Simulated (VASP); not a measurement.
# HC17 in VASP: further runs

HC17 is run at these levels: LDA; tasks: single point.

Everything below comes from runs of VASP 6.6.1. Logs are shortened: lines on timing, memory, paths and dates and some standing lists are left out, and cuts for length are marked.

### 1 The cell of the first run

The cell holds a slab with vacuum, 36 atoms: a = 9.864 Å, b = 9.864 Å, c = 12.000 Å, α = 90.00°, β = 90.00°, γ = 120.00°.

### 2 Single point, LDA

INCAR

```
PREC = Accurate
ENCUT = 520
EDIFF = 1E-6
ISMEAR = 0
SIGMA = 0.02
LREAL = Auto
LASPH = T
NELM = 60
ALGO = Normal
ISIF = 2
LWAVE = F
LCHARG = T
GGA = CA
LELF = T
LVHAR = T
NBANDS = 93
```

KPOINTS

```
Automatic mesh
0
Gamma
  2 2 1
```

POSCAR

```
HC17
1.0
    9.8640000000      0.0000000000      0.0000000000
   -4.9320000000      8.5424750000      0.0000000000
    0.0000000000      0.0000000000     12.0000000000
C H
34 2
Direct
   -0.0161486537     -0.0093313706      0.1222062500
    0.1679554458      0.0827241520      0.1222180000
   -0.0087107092      0.2406606985      0.0728369167
    0.1605216157      0.3252768080      0.0728397500
   -0.0079186705      0.4912472088      0.0727638333
    0.1597290416      0.5750716274      0.0727635833
   -0.0091173617      0.7416701834      0.0860293333
    0.1609277975      0.8266946055      0.0860316667
    0.2457016354     -0.0096314007      0.0935865000
    0.4093254581      0.0733838846      0.0802420833
    0.2452695432      0.2464202705      0.0795028333
    0.4101400740      0.3256278772      0.0739878333
    0.2431344977      0.4920666434      0.0707257500
    0.4097950037      0.5745224891      0.0716160000
    0.2428173487      0.7414862789      0.0760977500
    0.4093602890      0.8241492073      0.0738934167
    0.4923241600     -0.0097667245      0.0732110000
    0.6585452781      0.0742681717      0.0705390833
    0.4928549482      0.2409953790      0.0772068333
    0.6584754965      0.3236545615      0.0736044167
    0.4932642519      0.4916268412      0.0705418333
    0.6594851107      0.5738122734      0.0732102500
    0.4933342745      0.7410844047      0.0736007500
    0.6589550085      0.8240452562      0.0771990000
    0.7416693196     -0.0086072245      0.0739793333
    0.9065405423      0.0770555372      0.0794935833
    0.7420153668      0.2406327206      0.0716160000
    0.9086760634      0.3248371227      0.0707247500
    0.7424498662      0.4906929198      0.0738948333
    0.9089929057      0.5745725917      0.0760980000
    0.7424837282      0.7399617792      0.0802345833
    0.9061079040      0.8205692144      0.0935762500
    0.9975426264      1.0416245877      0.2444677500
    1.1542263927      1.1199744805      0.2444800000
    0.9092309820      1.0463932291      0.2974745833
    1.2425024014      1.2130579253      0.2975047500
```

Potentials or basis: VASP PAW LDA potentials, release 64 (C, H).

The run is started by

```
$ cat potpaw_LDA.64/C/POTCAR potpaw_LDA.64/H/POTCAR > POTCAR
$ mpirun -np 1 vasp_std > vasp.out
```

OUTCAR:

```text
PREC = Accurate
   ENCUT = 520
   EDIFF = 1E-6
   ISMEAR = 0
   LREAL = Auto
   LASPH = T
   NELM = 60
   ISIF = 2
   GGA = CA

 ion  position               nearest neighbor table
   1  0.984  0.991  0.122-  26 1.49  32 1.49  33 1.53   2 1.57
   2  0.168  0.083  0.122-  11 1.49   9 1.49  34 1.53   1 1.57
   3  0.991  0.241  0.073-  26 1.40  28 1.43   4 1.45
   4  0.161  0.325  0.073-  11 1.40  13 1.43   3 1.45
   5  0.992  0.491  0.073-  28 1.42  30 1.42   6 1.43
   6  0.160  0.575  0.073-  13 1.42  15 1.42   5 1.43
   7  0.991  0.742  0.086-  32 1.40  30 1.43   8 1.45
   8  0.161  0.827  0.086-   9 1.40  15 1.43   7 1.45
[... 24 lines left out ...]
  33  0.998  0.042  0.244-  35 1.10  34 1.34   1 1.53
  34  0.154  0.120  0.244-  36 1.10  33 1.34   2 1.53
  35  0.909  0.046  0.297-  33 1.10
  36  0.243  0.213  0.298-  34 1.10

  LATTYP: Found a hexagonal cell.
 ALAT       =     9.8640000000
 C/A-ratio  =     1.2165450122

  Lattice vectors:

 A1 = (   9.8640000000,   0.0000000000,   0.0000000000)
 A2 = (  -4.9320000000,   8.5424750000,   0.0000000000)
 A3 = (   0.0000000000,   0.0000000000,  12.0000000000)

Analysis of symmetry for initial positions (statically):
=====================================================================
 Subroutine PRICEL returns:
 Original cell was already a primitive cell.

 Routine SETGRP: Setting up the symmetry group for a
 hexagonal supercell.

 Subroutine GETGRP returns: Found  1 space group operations
 (whereof  1 operations were pure point group operations)
 out of a pool of 24 trial point group operations.

The static configuration has the point symmetry C_1 .

Analysis of symmetry for dynamics (positions and initial velocities):
=====================================================================
 Subroutine PRICEL returns:
 Original cell was already a primitive cell.

 Routine SETGRP: Setting up the symmetry group for a
 hexagonal supercell.

 Subroutine GETGRP returns: Found  1 space group operations
 (whereof  1 operations were pure point group operations)
 out of a pool of 24 trial point group operations.

The dynamic configuration has the point symmetry C_1 .

 Subroutine INISYM returns: Found  1 space group operations
 (whereof  1 operations are pure point group operations),
 and found     1 'primitive' translations

----------------------------------------------------------------------------------------

                                     Primitive cell

  volume of cell :    1011.1557

  direct lattice vectors                    reciprocal lattice vectors
     9.864000000  0.000000000  0.000000000     0.101378751  0.058531046  0.000000000
    -4.932000000  8.542475000  0.000000000     0.000000000  0.117062093  0.000000000
     0.000000000  0.000000000 12.000000000     0.000000000  0.000000000  0.083333333

  length of vectors
     9.864000000  9.864000361 12.000000000     0.117062097  0.117062093  0.083333333

  position of ions in fractional coordinates (direct lattice)
     0.983851346  0.990668629  0.122206250
     0.167955446  0.082724152  0.122218000
     0.991289291  0.240660699  0.072836917
     0.160521616  0.325276808  0.072839750
     0.992081330  0.491247209  0.072763833
     0.159729042  0.575071627  0.072763583
[... 28 lines left out ...]
     0.909230982  0.046393229  0.297474583
     0.242502401  0.213057925  0.297504750

  ion indices of the primitive-cell ions
   primitive index   ion index
                 1           1
                 2           2
                 3           3
                 4           4
                 5           5
                 6           6
[... 28 lines left out ...]
                35          35
                36          36

----------------------------------------------------------------------------------------

 KPOINTS: Automatic mesh

Automatic generation of k-mesh.
 Grid dimensions read from file:
 generate k-points for:    2    2    1

 Generating k-lattice:

  Cartesian coordinates                     Fractional coordinates (reciprocal lattice)
     0.050689376  0.029265523  0.000000000     0.500000000  0.000000000  0.000000000
     0.000000000  0.058531046  0.000000000     0.000000000  0.500000000  0.000000000
     0.000000000  0.000000000  0.083333333     0.000000000  0.000000000  1.000000000

  Length of vectors
     0.058531048  0.058531046  0.083333333

  Shift w.r.t. Gamma in fractional coordinates (k-lattice)
     0.000000000  0.000000000  0.000000000

 Subroutine IBZKPT returns following result:
 ===========================================

 Found      4 irreducible k-points:

 Following reciprocal coordinates:
            Coordinates               Weight
  0.000000  0.000000  0.000000      1.000000
  0.500000 -0.000000  0.000000      1.000000
  0.000000  0.500000  0.000000      1.000000
  0.500000  0.500000  0.000000      1.000000
   k-points           NKPTS =      4   k-points in BZ     NKDIM =      4   number of bands    NBANDS=     93
   number of dos      NEDOS =    301   number of ions     NIONS =     36
   total plane-waves  NPLWV = 576000
   dimension x,y,z NGX =    80 NGY =   80 NGZ =   90
   dimension x,y,z NGXF=   160 NGYF=  160 NGZF=  180
   ions per type =              34   2
   NGX,Y,Z   is equivalent  to a cutoff of  13.48, 13.48, 12.47 a.u.
   NGXF,Y,Z  is equivalent  to a cutoff of  26.97, 26.97, 24.94 a.u.
 SYSTEM =  unknown system
   PREC   = accura    normal or accurate (medium, high low for compatibility)
   ISTART =      0    job   : 0-new  1-cont  2-samecut
   ICHARG =      2    charge: 1-file 2-atom 10-const
   ISPIN  =      1    spin polarized calculation?
   LNONCOLLINEAR =      F non collinear calculations
   LSORBIT =      F    spin-orbit coupling
   LASPH  =      T    aspherical Exc in radial PAW
   ENCUT  =  520.0 eV  38.22 Ry    6.18 a.u.  18.34 18.34 22.31*2*pi/ulx,y,z
   NELM   =     60;   NELMIN=  2; NELMDL= -5     # of ELM steps
   EDIFF  = 0.1E-05   stopping-criterion for ELM
   LREAL  =      T    real-space projection
   EDIFFG = 0.1E-04   stopping-criterion for IOM
   NSW    =      0    number of steps for IOM
[... 5 lines left out ...]
   TEBEG  =    0.0;   TEEND  =   0.0 temperature during run
   PSTRESS=    0.0 pullay stress
   NELECT =     138.0000    total number of electrons
   NUPDOWN=      -1.0000    fix difference up-down
   EMIN   =  10.00;   EMAX   =-10.00  energy-range for DOS
   EFERMI =   0.00;   METHOD = LEGACY
   ISMEAR =     0;   SIGMA  =   0.02  broadening in eV -4-tet -1-fermi 0-gaus
   EFERMI_NEDOS =   21; number of points for ismear=-14 and -15
   IALGO  =     38    algorithm
   IMIX   =      4    mixing-type and parameters
     AMIX     =   0.40;   BMIX     =  1.00
     AMIX_MAG =   1.60;   BMIX_MAG =  1.00
  volume/ion in A,a.u.               =      28.09       189.54
  Fermi-wavevector in a.u.,A,eV,Ry     =   0.842872  1.592798  9.666041  0.710434
  Thomas-Fermi vector in A             =   1.957649
   LORBIT       =      0    0 simple, 1 ext, 2 COOP (PROOUT), +10 PAW based schemes
   GGA     = CA    functional components
   LHFCALC =     F    Hartree Fock is set to
   AEXX    =    0.0000 exact exchange contribution
   IVDW    =     0    specifies the selected vdW correction
   LEPSILON=     F    determine dielectric tensor
   LRPA    =     F    only Hartree local field effects (RPA)
 non-spin polarized calculation
 Gauss-broadening in eV      SIGMA  =   0.02
  energy-cutoff  :      520.00
  volume of cell :     1011.16
 maximum number of plane-waves:     27273
 NGX is ok and might be reduce to    80
   NGX = 37   NGY = 37   NGZ = 45

 number of electron     137.9999998 magnetization

 Free energy of the ion-electron system (eV)
  ---------------------------------------------------
  ext. energy  EPLUGINS =         0.00000000
  ---------------------------------------------------
  free energy    TOTEN  =      -345.67320203 eV

  energy without entropy =     -345.67320203  energy(sigma->0) =     -345.67320203

 E-fermi :  -1.6792     XC(G=0):  -3.9933

 val. band max:       -1.8390154383   @ k =   0.5000  -0.0000   0.0000
 cond. band min:      -1.5204079954   @ k =   0.5000  -0.0000   0.0000
 fundamental gap:      0.3186074429
 Fermi energy:        -1.6791634769

 k-point     1 :       0.0000    0.0000    0.0000
  band No.  band energies     occupation
      1     -21.2006      2.00000
      2     -20.2901      2.00000
      3     -19.6470      2.00000
      4     -19.5819      2.00000
      5     -19.5431      2.00000
      6     -19.5193      2.00000
[... 73 lines left out ...]
     80       2.6372      0.00000
     81       3.0089      0.00000

 k-point     2 :       0.5000   -0.0000    0.0000
  band No.  band energies     occupation
      1     -21.0124      2.00000
      2     -20.6716      2.00000
      3     -20.1369      2.00000
      4     -19.9146      2.00000
      5     -19.0702      2.00000
      6     -18.5918      2.00000
[... 73 lines left out ...]
     80       2.5351      0.00000
     81       2.7161      0.00000

 k-point     3 :       0.0000    0.5000    0.0000
  band No.  band energies     occupation
      1     -21.0293      2.00000
      2     -20.6276      2.00000
      3     -20.1607      2.00000
      4     -19.9227      2.00000
      5     -19.1052      2.00000
      6     -18.5328      2.00000
[... 73 lines left out ...]
     80       2.5069      0.00000
     81       2.7366      0.00000

 k-point     4 :       0.5000    0.5000    0.0000
  band No.  band energies     occupation
      1     -21.0294      2.00000
      2     -20.6276      2.00000
      3     -20.1607      2.00000
      4     -19.9227      2.00000
      5     -19.1052      2.00000
      6     -18.5328      2.00000
[... 73 lines left out ...]
     80       2.5069      0.00000
     81       2.7367      0.00000
 [bands above 81 left out]

------------------------ aborting loop because EDIFF is reached ----------------------------------------

  FORCE on cell =-STRESS in cart. coord.  units (eV):
  Direction    XX          YY          ZZ          XY          YZ          ZX
  --------------------------------------------------------------------------------------
  -------------------------------------------------------------------------------------
  Total      -13.0896697    -14.6413421     -0.2859197      1.3291874     -2.4271087      1.4043941
  in kB      -20.7405965    -23.1992233     -0.4530401      2.1060989     -3.8457565      2.2252640
  external PRESSURE =     -14.7976200 kB  Pullay stress =       0.0000000 kB

 VOLUME and BASIS-vectors are now :
 -----------------------------------------------------------------------------
  energy-cutoff  :      520.00
  volume of cell :     1011.16
      direct lattice vectors                 reciprocal lattice vectors
     9.864000000  0.000000000  0.000000000     0.101378751  0.058531046  0.000000000
    -4.932000000  8.542475000  0.000000000     0.000000000  0.117062093  0.000000000
     0.000000000  0.000000000 12.000000000     0.000000000  0.000000000  0.083333333

 POSITION                                       TOTAL-FORCE (eV/Angst)
 -----------------------------------------------------------------------------------
      4.81873      8.46276      1.46647        -0.000463     -0.027603     -0.005177
      1.24872      0.70667      1.46662         0.029511     -0.017624     -0.006191
      8.59114      2.05584      0.87404         0.001919      0.034860     -0.038821
     -0.02088      2.77867      0.87408        -0.026127      0.018295     -0.041579
      7.36306      4.19647      0.87317        -0.016895      0.043378     -0.023053
     -1.26069      4.91254      0.87316        -0.030077      0.039504     -0.023075
[... 28 lines left out ...]
      8.73984      0.39631      3.56969         0.159611     -0.251090      0.031170
      1.34124      1.82004      3.57006         0.138720     -0.263412      0.030720
 -----------------------------------------------------------------------------------
    total drift:                               -0.044223      0.049777     -0.001925

  FREE ENERGIE OF THE ION-ELECTRON SYSTEM (eV)
  ---------------------------------------------------
  free  energy   TOTEN  =      -345.6732020263 eV

  energy  without entropy=     -345.6732020263  energy(sigma->0) =     -345.67320203
```

Run time: 28 min. Hardware: 1 thread of AMD EPYC 7R13, shared host; peak memory 0.78 GiB.

Results:

| Quantity | Value |
| --- | --- |
| Free energy | -345.6732 eV |
| Largest force | 0.310 eV/Å |
| Band gap on the k mesh | 0.32 eV |

Forces on the atoms (eV/Å):
```
C    0.000 -0.028 -0.005
C    0.030 -0.018 -0.006
C    0.002  0.035 -0.039
C   -0.026  0.018 -0.042
C   -0.017  0.043 -0.023
C   -0.030  0.040 -0.023
C   -0.012  0.042  0.072
C   -0.020  0.036  0.076
C   -0.008  0.018  0.068
C   -0.016  0.038  0.045
C   -0.025  0.010 -0.015
C   -0.030  0.030 -0.018
C   -0.020  0.041 -0.054
C   -0.032  0.037 -0.030
C   -0.018  0.041  0.018
C   -0.027  0.037  0.004
C   -0.009  0.047  0.011
C   -0.032  0.041 -0.021
C   -0.026  0.040  0.012
C   -0.034  0.037 -0.013
C   -0.024  0.042 -0.021
C   -0.038  0.029  0.016
C   -0.022  0.048 -0.011
C   -0.018  0.044  0.013
C   -0.007  0.044 -0.018
C    0.001  0.025 -0.012
C   -0.020  0.048 -0.028
C   -0.032  0.038 -0.052
C   -0.022  0.047  0.006
C   -0.026  0.035  0.026
C   -0.023  0.034  0.046
C   -0.019  0.013  0.068
C    0.110 -0.284 -0.057
C    0.193 -0.234 -0.056
H    0.160 -0.251  0.031
H    0.139 -0.263  0.031
```

Levels at points of the mesh, in eV from the valence-band top:
| k point | band 67 | band 68 | band 69 | band 70 | band 71 | band 72 |
| --- | --- | --- | --- | --- | --- | --- |
| (0.00, 0.00, 0.00) | -2.09 | -2.01 | -0.93 | 1.12 | 1.89 | 2.08 |
| (0.50, 0.00, 0.00) | -1.94 | -0.92 | 0.00 | 0.32 | 1.08 | 2.00 |
| (0.00, 0.50, 0.00) | -1.41 | -1.30 | -0.61 | 0.78 | 1.57 | 1.59 |
| (0.50, 0.50, 0.00) | -1.41 | -1.30 | -0.61 | 0.78 | 1.57 | 1.59 |

Caveat: there is no dipole correction, which matters where the two faces differ.

(Part 1 of 2 ends here.)
